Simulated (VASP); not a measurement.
# CrO2 (P6_3/mmc) in VASP: further runs

The runs below take CrO2 through single point, with PBEsol.

Program: VASP 6.6.1. These are calculated values, not measurements. Logs are shortened: lines on timing, memory, paths and dates and some standing lists are left out, and cuts for length are marked.

## Step 1: The cell of the first run

It takes space group P6_3/mmc (No. 194, hexagonal). Conventional cell: a = 2.597 Å, b = 2.597 Å, c = 10.403 Å, α = 90.00°, β = 90.00°, γ = 120.00°. Within 2.6 Å of Cr (site symmetry -6m2) lie 6 O at 1.98 Å and 6 Cr at 2.60 Å. O (site symmetry 3m) has 3 Cr at 1.98 Å and 7 O at 2.58 to 2.60 Å within 2.6 Å.

## Step 2: Single point, PBEsol, collinear spin, ferromagnetic start

Input file INCAR:

```
SYSTEM = CrO2
PREC = Accurate
ENCUT = 600
EDIFF = 1E-6
ISMEAR = 0
SIGMA = 0.1
LREAL = .False.
LASPH = .True.
NELM = 200
ALGO = Normal
ISIF = 2
LWAVE = .False.
LCHARG = .True.
ISPIN = 2
MAGMOM = 3 3 0 0 0 0
LORBIT = 11
LMAXMIX = 4
GGA = PS
LELF = .True.
LVHAR = .True.
NBANDS = 37
GGA_COMPAT = .False.
```

Input file KPOINTS:

```
regular mesh
0
Gamma
  6 6 2
  0 0 0
```

Input file POSCAR:

```
CrO2
1.0
    2.5966348335      0.0000000000      0.0000000000
   -1.2983174168      2.2487517301      0.0000000000
    0.0000000000      0.0000000000     10.4026872750
Cr O
2 4
Direct
    0.6666666667      0.3333333333      0.2500000000
    0.3333333333      0.6666666667      0.7500000000
    0.6666666667      0.3333333333      0.6261196804
    0.3333333333      0.6666666667      0.3738803196
    0.6666666667      0.3333333333      0.8738803196
    0.3333333333      0.6666666667      0.1261196804
```

Potentials or basis: VASP PAW PBE potentials, release 64 (Cr_pv, O).

The run is started by

```
cat potpaw_PBE.64/Cr_pv/POTCAR potpaw_PBE.64/O/POTCAR > POTCAR
mpirun -np 1 vasp_std > vasp.out
```

OUTCAR:

```text
SYSTEM = CrO2
   PREC = Accurate
   ENCUT = 600
   EDIFF = 1E-6
   ISMEAR = 0
   LREAL = .False.
   LASPH = .True.
   NELM = 200
   ISIF = 2
   ISPIN = 2
   LORBIT = 11
   GGA = PS

 ion  position               nearest neighbor table
   1  0.667  0.333  0.250-   4 1.98   6 1.98   4 1.98   6 1.98   4 1.98   6 1.98
   2  0.333  0.667  0.750-   3 1.98   5 1.98   3 1.98   5 1.98   3 1.98   5 1.98
   3  0.667  0.333  0.626-   2 1.98   2 1.98   2 1.98
   4  0.333  0.667  0.374-   1 1.98   1 1.98   1 1.98
   5  0.667  0.333  0.874-   2 1.98   2 1.98   2 1.98
   6  0.333  0.667  0.126-   1 1.98   1 1.98   1 1.98

  LATTYP: Found a hexagonal cell.
 ALAT       =     2.5966348335
 C/A-ratio  =     4.0062187955

  Lattice vectors:

 A1 = (   2.5966348335,   0.0000000000,   0.0000000000)
 A2 = (  -1.2983174168,   2.2487517301,   0.0000000000)
 A3 = (   0.0000000000,   0.0000000000,  10.4026872750)

Analysis of symmetry for initial positions (statically):
=====================================================================
 Subroutine PRICEL returns:
 Original cell was already a primitive cell.

 Routine SETGRP: Setting up the symmetry group for a
 hexagonal supercell.

 Subroutine GETGRP returns: Found 24 space group operations
 (whereof 12 operations were pure point group operations)
 out of a pool of 24 trial point group operations.

The static configuration has the point symmetry D_3d.
 The point group associated with its full space group is D_6h.

Analysis of symmetry for dynamics (positions and initial velocities):
=====================================================================
 Subroutine PRICEL returns:
 Original cell was already a primitive cell.

 Routine SETGRP: Setting up the symmetry group for a
 hexagonal supercell.

 Subroutine GETGRP returns: Found 24 space group operations
 (whereof 12 operations were pure point group operations)
 out of a pool of 24 trial point group operations.

The dynamic configuration has the point symmetry D_3d.
 The point group associated with its full space group is D_6h.

Analysis of structural, dynamic, and magnetic symmetry:
=====================================================================
 Subroutine PRICEL returns:
 Original cell was already a primitive cell.

 Routine SETGRP: Setting up the symmetry group for a
 hexagonal supercell.

[... 134 lines left out ...]
 Gauss-broadening in eV      SIGMA  =   0.10
  energy-cutoff  :      600.00
  volume of cell :       60.74
 maximum number of plane-waves:      2054
 NGX is ok and might be reduce to    24
   NGX = 11   NGY = 11   NGZ = 41

 number of electron      48.0000013 magnetization      -0.0005864

 number of electron      48.0000013 magnetization       0.0002663

 Free energy of the ion-electron system (eV)
  ---------------------------------------------------
  ext. energy  EPLUGINS =         0.00000000
  ---------------------------------------------------
  free energy    TOTEN  =       -51.16490523 eV

  energy without entropy =      -51.16490523  energy(sigma->0) =      -51.16490523

 E-fermi :   4.7005     XC(G=0): -11.6874

 val. band max:        4.2346208829   @ k =   0.0000   0.0000   0.0000
 cond. band min:       5.3407568754   @ k =   0.1667   0.1667   0.0000
 fundamental gap:      1.1061359924
 Fermi energy:         4.7004838504

 spin component 1

 k-point     1 :       0.0000    0.0000    0.0000
  band No.  band energies     occupation
      1     -39.5832      1.00000
      2     -39.5831      1.00000
      3     -39.2836      1.00000
      4     -39.2836      1.00000
      5     -39.2835      1.00000
      6     -39.2835      1.00000
[... 535 lines left out ...]
     35      15.4038      0.00000
     36      15.4038      0.00000
 Fermi energy:         4.7004838504

 spin component 2

 k-point     1 :       0.0000    0.0000    0.0000
  band No.  band energies     occupation
      1     -39.5831      1.00000
      2     -39.5830      1.00000
      3     -39.2835      1.00000
      4     -39.2835      1.00000
      5     -39.2835      1.00000
      6     -39.2835      1.00000
[... 535 lines left out ...]
     35      15.4038      0.00000
     36      15.4038      0.00000
 [bands above 36 left out]

------------------------ aborting loop because EDIFF is reached ----------------------------------------

  FORCE on cell =-STRESS in cart. coord.  units (eV):
  Direction    XX          YY          ZZ          XY          YZ          ZX
  --------------------------------------------------------------------------------------
  -------------------------------------------------------------------------------------
  Total       -3.9154960     -3.9154960    -18.4032424      0.0000000      0.0000000      0.0000000
  in kB     -103.2760074   -103.2760074   -485.4080743      0.0000000      0.0000000      0.0000000
  external PRESSURE =    -230.6533630 kB  Pullay stress =       0.0000000 kB

 VOLUME and BASIS-vectors are now :
 -----------------------------------------------------------------------------
  energy-cutoff  :      600.00
  volume of cell :       60.74
      direct lattice vectors                 reciprocal lattice vectors
     2.596634834  0.000000000  0.000000000     0.385113835  0.222345577  0.000000000
    -1.298317417  2.248751730  0.000000000     0.000000000  0.444691153  0.000000000
     0.000000000  0.000000000 10.402687275     0.000000000  0.000000000  0.096129007

 POSITION                                       TOTAL-FORCE (eV/Angst)
 -----------------------------------------------------------------------------------
      1.29832      0.74958      2.60067         0.000000      0.000000      0.000000
     -0.00000      1.49917      7.80202         0.000000     -0.000000      0.000000
      1.29832      0.74958      6.51333         0.000000      0.000000      3.648963
     -0.00000      1.49917      3.88936        -0.000000     -0.000000     -3.648963
      1.29832      0.74958      9.09070         0.000000      0.000000     -3.648963
     -0.00000      1.49917      1.31198        -0.000000     -0.000000      3.648963
 -----------------------------------------------------------------------------------
    total drift:                               -0.000000      0.000000     -0.000000

  FREE ENERGIE OF THE ION-ELECTRON SYSTEM (eV)
  ---------------------------------------------------
  free  energy   TOTEN  =       -51.1649052317 eV

  energy  without entropy=      -51.1649052317  energy(sigma->0) =      -51.16490523

 total charge

# of ion       s       p       d       tot
------------------------------------------
    1        0.348   6.460   4.201  11.008
    2        0.348   6.460   4.201  11.008
    3        1.595   3.270   0.000   4.865
    4        1.595   3.270   0.000   4.865
    5        1.595   3.270   0.000   4.865
    6        1.595   3.270   0.000   4.865
--------------------------------------------------
tot          7.076  25.998   8.402  41.476

 magnetization (x)

# of ion       s       p       d       tot
------------------------------------------
    1        0.000   0.000   0.000   0.000
    2        0.000   0.000   0.000   0.000
    3       -0.000  -0.000   0.000  -0.000
    4       -0.000  -0.000   0.000  -0.000
    5       -0.000  -0.000   0.000  -0.000
    6       -0.000  -0.000   0.000  -0.000
--------------------------------------------------
tot         -0.000  -0.000   0.000  -0.000
```

stdout:

```text
POSCAR found type information on POSCAR CrO
 POSCAR found :  2 types and       6 ions
 scaLAPACK will be used
 -----------------------------------------------------------------------------
|                                                                             |
|                                                                             |
|     You enforced a specific xc type in the INCAR file but a different       |
|     I HOPE YOU KNOW WHAT YOU ARE DOING!                                     |
|                                                                             |
 -----------------------------------------------------------------------------

 LDA part: xc-table for (Slater+PW92), standard interpolation
 POSCAR, INCAR and KPOINTS ok, starting setup
 FFT: planning ... GRIDC
 FFT: planning ... GRID_SOFT
 FFT: planning ... GRID
 WAVECAR not read
 entering main loop
```

Run time: 95 s. Hardware: 1 thread of AMD EPYC 9R45 (Zen 5), shared host; peak memory 0.23 GiB.

Results:

* Free energy: -51.1649 eV
* Pressure: -23.1 GPa
* Largest force: 3.649 eV/Å
* Band gap on the k mesh: 1.11 eV (least direct gap 1.50 eV)
* Net moment: 0.00 μB per cell
* Valence electrons inside the program's atomic spheres: Cr 11.01; O 4.87

Forces on the atoms (eV/Å):
```
Cr   0.000  0.000  0.000
Cr   0.000  0.000  0.000
O    0.000  0.000  3.649
O    0.000  0.000 -3.649
O    0.000  0.000 -3.649
O    0.000  0.000  3.649
```

Caveat: the k points lie up to 0.47 Å⁻¹ apart; the PAW data sets were made with another functional, which shifts forces and pressure a little.

## Step 3: Single point, PBEsol

This run uses another cell than the first one, of 10.59 Å³/atom.

Input file INCAR:

```
SYSTEM = CrO2
  PREC = Accurate
  ENCUT = 600
  EDIFF = 1E-6
  ISMEAR = 0
  SIGMA = 0.01
  LREAL = .False.
  LASPH = .True.
  NELM = 120
  ALGO = Normal
  ISIF = 2
  LWAVE = .False.
  LCHARG = .False.
  GGA = PS
  NBANDS = 33
  GGA_COMPAT = .False.
```

Input file KPOINTS:

```
regular mesh
0
Gamma
  18 18 4
  0 0 0
```

Input file POSCAR:

```
CrO2
1.0
    2.5875545350      0.0000000000      0.0000000000
   -1.2937772675      2.2408879610      0.0000000000
    0.0000000000      0.0000000000     10.9624474644
Cr O
2 4
Direct
    0.6666666667      0.3333333333      0.2500000000
    0.3333333333      0.6666666667      0.7500000000
    0.6666666667      0.3333333333      0.6452127640
    0.3333333333      0.6666666667      0.3547872360
    0.6666666667      0.3333333333      0.8547872360
    0.3333333333      0.6666666667      0.1452127640
```

Potentials or basis: VASP PAW PBE potentials, release 64 (Cr_pv, O).

The run is started by

```
cat potpaw_PBE.64/Cr_pv/POTCAR potpaw_PBE.64/O/POTCAR > POTCAR
mpirun -np 1 vasp_std > vasp.out
```

Wall time 4.7 min (1 thread of AMD EPYC 9R45 (Zen 5), shared host); peak memory 0.34 GiB.

The run converged. Its results:

| Quantity | Value |
| --- | --- |
| Free energy | -52.2712 eV |
| Pressure | 1.0 GPa |
| Largest force | 0.116 eV/Å |
| Band gap on the k mesh | 0.31 eV (least direct gap 1.57 eV) |

Forces in eV/Å, atoms in the order of the input:
```
Cr   0.000  0.000  0.000
Cr   0.000  0.000  0.000
O    0.000  0.000 -0.116
O    0.000  0.000  0.116
O    0.000  0.000  0.116
O    0.000  0.000 -0.116
```

Stress tensor (GPa, compression positive):
```
0.92 0.00 0.00
0.00 0.92 0.00
0.00 0.00 1.02
```

Levels at points of the mesh, in eV from the valence-band top:
```tsv
k point	band 21	band 22	band 23	band 24	band 25	band 26	band 27	band 28
(0.00, 0.00, 0.00)	-3.24	-2.46	-0.32	0.00	1.57	1.57	1.58	1.58
(0.50, 0.00, 0.00)	-2.87	-2.86	-1.34	-1.30	0.95	0.95	1.25	1.27
(0.00, 0.00, 0.50)	-2.87	-2.87	-0.14	-0.14	1.57	1.57	1.57	1.57
(0.50, 0.00, 0.50)	-2.87	-2.87	-1.32	-1.32	0.95	0.95	1.26	1.26
```

Caveat: the PAW data sets were made with another functional, which shifts forces and pressure a little. Spin polarisation is off, so any magnetic state and its effect on volume and gap are missing.
